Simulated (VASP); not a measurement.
# GaSb (I-4m2) in VASP: notebook, part 2 of 2

VASP 6.6.1.

**3. Single point, PBE**

This run uses another cell than the first one, of 25.44 Å³/atom.

The input, INCAR:

```
SYSTEM = GaSb
ALGO     = Normal         ! electronic algorithm
EDIFF    = 1E-6           ! SCF threshold, eV
ENCUT    = 520            ! plane-wave cutoff, eV
GGA      = PE             ! functional
ISIF     = 2              ! what is computed and relaxed
ISMEAR   = 0              ! smearing method
LASPH    = .TRUE.         ! aspherical terms in the spheres
LCHARG   = .FALSE.        ! write CHGCAR
LREAL    = .FALSE.        ! projectors in reciprocal space
LWAVE    = .FALSE.        ! write WAVECAR
NBANDS   = 16             ! bands
NELM     = 60             ! most SCF steps
PREC     = Accurate       ! precision mode
SIGMA    = 0.15           ! smearing width, eV
```

The input, KPOINTS:

```
k-points
0
G
  16 16 16
  0 0 0
```

The input, POSCAR:

```
GaSb
1.0
   -2.8948000000      2.8948000000      1.5178500000
    2.8948000000     -2.8948000000      1.5178500000
    2.8948000000      2.8948000000     -1.5178500000
Ga Sb
1 1
Direct
    0.2500000000      0.7500000000      0.5000000000
    0.0000000000      0.0000000000      0.0000000000
```

Potentials or basis: VASP PAW PBE potentials, release 64 (Ga_d, Sb).

The run is started by

```sh
> cat potpaw_PBE.64/Ga_d/POTCAR potpaw_PBE.64/Sb/POTCAR > POTCAR
> mpirun -np 1 vasp_std > vasp.out
```

OUTCAR:

```text
SYSTEM = GaSb
   EDIFF = 1E-6
   ENCUT = 520
   GGA = PE
   ISIF = 2
   ISMEAR = 0
   LASPH = .TRUE.
   LREAL = .FALSE.
   NELM = 60
   PREC = Accurate

 ion  position               nearest neighbor table
   1  0.250  0.750  0.500-   2 2.99   2 2.99   2 2.99   2 2.99
   2  0.000  0.000  0.000-   1 2.99   1 2.99   1 2.99   1 2.99

  LATTYP: Found a body centered tetragonal cell.
 ALAT       =     5.7896000000
 C/A-ratio  =     0.5243367417

  Lattice vectors:

[... 644 lines left out ...]

  FORCE on cell =-STRESS in cart. coord.  units (eV):
  Direction    XX          YY          ZZ          XY          YZ          ZX
  --------------------------------------------------------------------------------------
  -------------------------------------------------------------------------------------
  Total       -1.1242345     -1.1242345      0.2421668      0.0000000      0.0000000      0.0000000
  in kB      -35.4031196    -35.4031196      7.6260429      0.0000000      0.0000000      0.0000000
  external PRESSURE =     -21.0600654 kB  Pullay stress =       0.0000000 kB

 VOLUME and BASIS-vectors are now :
 -----------------------------------------------------------------------------
  energy-cutoff  :      520.00
  volume of cell :       50.88
      direct lattice vectors                 reciprocal lattice vectors
    -2.894800000  2.894800000  1.517850000     0.000000000  0.172723504  0.329413315
     2.894800000 -2.894800000  1.517850000     0.172723504  0.000000000  0.329413315
     2.894800000  2.894800000 -1.517850000     0.172723504  0.172723504  0.000000000

 POSITION                                       TOTAL-FORCE (eV/Angst)
 -----------------------------------------------------------------------------------
      2.89480      0.00000      0.75892         0.000000      0.000000      0.000000
      0.00000      0.00000      0.00000        -0.000000     -0.000000     -0.000000
 -----------------------------------------------------------------------------------
    total drift:                                0.000000     -0.000000      0.000000

  FREE ENERGIE OF THE ION-ELECTRON SYSTEM (eV)
  ---------------------------------------------------
  free  energy   TOTEN  =        -6.9393027337 eV

  energy  without entropy=       -6.9293497760  energy(sigma->0) =       -6.93432625
```

Run time: 2.8 min. Hardware: 1 thread of Intel Xeon 8259CL, shared host; peak memory 0.41 GiB.

Results:

```
Free energy            : -6.9393 eV
Pressure               : -2.1 GPa
Band gap on the k mesh : zero (bands 9 and 10 overlap by 3.90 eV)
```

Stress tensor (GPa, compression positive):
```
-3.54  0.00  0.00
 0.00 -3.54  0.00
 0.00  0.00  0.76
```

Caveat: spin-orbit coupling is left out, which moves the levels of the heavy elements.

**4. Single point, PBE**

This run uses another cell than the first one, of 25.48 Å³/atom.

The input, INCAR:

```
SYSTEM = GaSb
PREC = Accurate
ENCUT = 520
EDIFF = 1E-6
ISMEAR = 0
SIGMA = 0.15
LREAL = .False.
LASPH = .True.
NELM = 100
ALGO = Normal
ISIF = 2
LWAVE = .False.
LCHARG = .False.
GGA = PE
NBANDS = 16
```

The input, KPOINTS:

```
regular mesh
0
Gamma
  16 16 16
  0 0 0
```

The input, POSCAR:

```
GaSb
1.0
   -2.9593500000      2.9593500000      1.4546000000
    2.9593500000     -2.9593500000      1.4546000000
    2.9593500000      2.9593500000     -1.4546000000
Ga Sb
1 1
Direct
    0.2500000000      0.7500000000      0.5000000000
    0.0000000000      0.0000000000      0.0000000000
```

The run is started by

```sh
> cat potpaw_PBE.64/Ga_d/POTCAR potpaw_PBE.64/Sb/POTCAR > POTCAR
> mpirun -np 1 vasp_std > vasp.out
```

Wall time 4.1 min (1 thread of Intel Xeon 8259CL, shared host); peak memory 0.44 GiB.

It converged, with:

| Quantity | Value |
| --- | --- |
| Free energy | -6.8506 eV |
| Pressure | -1.2 GPa |
| Band gap on the k mesh | zero (bands 9 and 10 overlap by 3.18 eV) |

Stress tensor (GPa, compression positive):
```
-4.00  0.00  0.00
 0.00 -4.00  0.00
 0.00  0.00  4.33
```

Levels at points of the mesh, in eV from the Fermi level:
| k point | band 7 | band 8 | band 9 | band 10 | band 11 | band 12 |
| --- | --- | --- | --- | --- | --- | --- |
| (0.00, 0.00, 0.00) | -4.51 | -2.31 | -2.31 | 3.05 | 5.60 | 5.60 |
| (0.50, 0.00, 0.00) | -5.06 | -2.56 | -1.23 | -0.60 | 2.80 | 2.93 |
| (0.50, 0.50, 0.00) | -7.82 | -0.82 | 0.65 | 1.20 | 1.24 | 6.80 |
| (0.50, 0.50, 0.50) | -6.31 | -4.74 | -4.74 | 6.23 | 7.85 | 7.91 |

Caveat: spin-orbit coupling is left out, which moves the levels of the heavy elements.

**5. Single point, PBE**

This run uses another cell than the first one, of 25.42 Å³/atom.

The input, INCAR:

```
SYSTEM = GaSb
  PREC = Accurate
  ENCUT = 520
  EDIFF = 1E-6
  ISMEAR = 0
  SIGMA = 0.15
  LREAL = .FALSE.
  LASPH = .TRUE.
  NELM = 100
  ALGO = Normal
  ISIF = 2
  LWAVE = .FALSE.
  LCHARG = .TRUE.
  GGA = PE
  LELF = .TRUE.
  LVHAR = .TRUE.
  NBANDS = 16
```

The input, KPOINTS:

```
regular mesh
0
G
  16 16 16
  0 0 0
```

The input, POSCAR:

```
GaSb
1.0
   -2.8118500000      2.8118500000      1.6074500000
    2.8118500000     -2.8118500000      1.6074500000
    2.8118500000      2.8118500000     -1.6074500000
Ga Sb
1 1
Direct
    0.2500000000      0.7500000000      0.5000000000
    0.0000000000      0.0000000000      0.0000000000
```

The run is started by

```sh
> cat potpaw_PBE.64/Ga_d/POTCAR potpaw_PBE.64/Sb/POTCAR > POTCAR
> mpirun -np 1 vasp_std > vasp.out
```

Wall time 2.6 min (1 thread of Intel Xeon 8259CL, shared host); peak memory 0.41 GiB.

It converged, with:

- Free energy: -6.9763 eV
- Pressure: -2.3 GPa
- Band gap on the k mesh: zero (bands 9 and 10 overlap by 4.50 eV)

Stress tensor (GPa, compression positive):
```
-2.34  0.00  0.00
 0.00 -2.34  0.00
 0.00  0.00 -2.12
```

Levels at points of the mesh, in eV from the Fermi level:
```csv
k point,band 7,band 8,band 9,band 10,band 11,band 12
"(0.00, 0.00, 0.00)",-3.18,-1.76,-1.76,3.50,4.82,6.77
"(0.50, 0.00, 0.00)",-5.34,-2.44,-1.33,-1.07,2.51,3.11
"(0.50, 0.50, 0.00)",-7.72,-0.04,1.78,1.90,2.21,4.44
"(0.50, 0.50, 0.50)",-5.81,-4.65,-4.65,3.45,5.01,9.72
```

Caveat: spin-orbit coupling is left out, which moves the levels of the heavy elements.

**6. Summary**

```tsv
cell	gap on the mesh (eV)	pressure (GPa)
a = 4.038 Å, angles 98.8, 98.8, 133.9°, 2 atoms	none	7.3
a = 4.366 Å, angles 96.9, 96.9, 139.3°, 2 atoms	none	-2.1
a = 4.431 Å, angles 96.2, 96.2, 141.7°, 2 atoms	none	-1.2
a = 4.289 Å, angles 98.1, 98.1, 136.0°, 2 atoms	none	-2.3
```

Alike in all rows: task single point; level PBE; potentials or basis VASP PAW PBE potentials, release 64 (Ga_d, Sb); no spin polarisation; k mesh 16 × 16 × 16; cutoff (eV) 520; smearing gaussian 0.15 eV.

Caveats: spin-orbit coupling is left out, which moves the levels of the heavy elements; the cell stands under pressure (at least some runs).

Absolute energies hang on the potentials; compare differences alone.
